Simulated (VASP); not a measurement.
# Cd: relaxation of cell and atoms with LDA

Crystal: Cd.

```xyz
1
Lattice="0.0000 2.2100 2.2100 2.2100 0.0000 2.2100 2.2100 2.2100 0.0000" Properties=species:S:1:pos:R:3 pbc="T T T"
Cd    0.0000    0.0000    0.0000
```

This isn't the form of Cd at room conditions, which is hcp.

```yaml
Program: VASP 6.6.1
Task: relaxation of cell and atoms
Functional: LDA
Potentials_or_basis: VASP PAW LDA potentials, release 64 (Cd)
Cutoff: 500 eV
k_mesh: 18 × 18 × 18
Occupations: gaussian, width 0.05 eV
Spin: no spin polarisation
Target_pressure: 5 GPa
Dipole_correction: no
Further_INCAR_settings: ALGO = Normal; EDIFF = 1e-07; IBRION = 2; EDIFFG = -0.02; NSW = 60; ISIF = 3
```

```
Relaxed volume                                             : 18.93 Å³/atom
Relaxed cell                                               : a = 2.992 Å, b = 2.992 Å, c = 2.992 Å, α = 60.00°, β = 60.00°, γ = 60.00°
Space group after relaxing (to 0.1 Å)                      : Fm-3m (No. 225)
Energy change on relaxing (the run minimises the enthalpy) : -2.6 meV/atom
Ionic steps                                                : 3
Pressure after relaxing                                    : 5.0 GPa
Band gap on the k mesh                                     : zero (bands 6 and 7 overlap by 2.66 eV)
```

Step by step:
```
step  energy change (eV)  largest force (eV/Å)  pressure (GPa)  volume (Å³)
   1              0.0000                0.0000           -3.96        21.59
   2              0.0399                0.0000           10.32        18.03
   3             -0.0026                0.0000            5.01        18.93
```

Final structure:
```yaml
crystal:
  lattice:
    - [0.00000, 2.11539, 2.11539]
    - [2.11539, 0.00000, 2.11539]
    - [2.11539, 2.11539, 0.00000]
  atoms:
    - { symbol: Cd, position: [0.00000, 0.00000, 0.00000] }
```

Levels at points of the mesh, in eV from the Fermi level:
| k point | band 2 | band 3 | band 4 | band 5 | band 6 | band 7 | band 8 | band 9 | band 10 |
| --- | --- | --- | --- | --- | --- | --- | --- | --- | --- |
| (0.00, 0.00, 0.00) | -9.47 | -9.47 | -9.47 | -8.85 | -8.85 | 14.51 | 16.34 | 16.34 | 16.34 |
| (0.50, 0.00, 0.00) | -9.47 | -9.47 | -8.34 | -8.34 | -2.88 | -1.05 | 13.58 | 13.81 | 13.81 |
| (0.50, 0.50, 0.00) | -10.30 | -8.37 | -8.21 | -8.21 | -1.17 | 1.98 | 7.27 | 7.27 | 12.27 |

Run time: 23 s on 1 thread of Intel(R) Xeon(R) 6975P-C (Granite Rapids), on a shared host, peak memory 0.16 GiB.

Caveat: the cell is relaxed towards a set pressure, so the run minimises the enthalpy, not the energy.
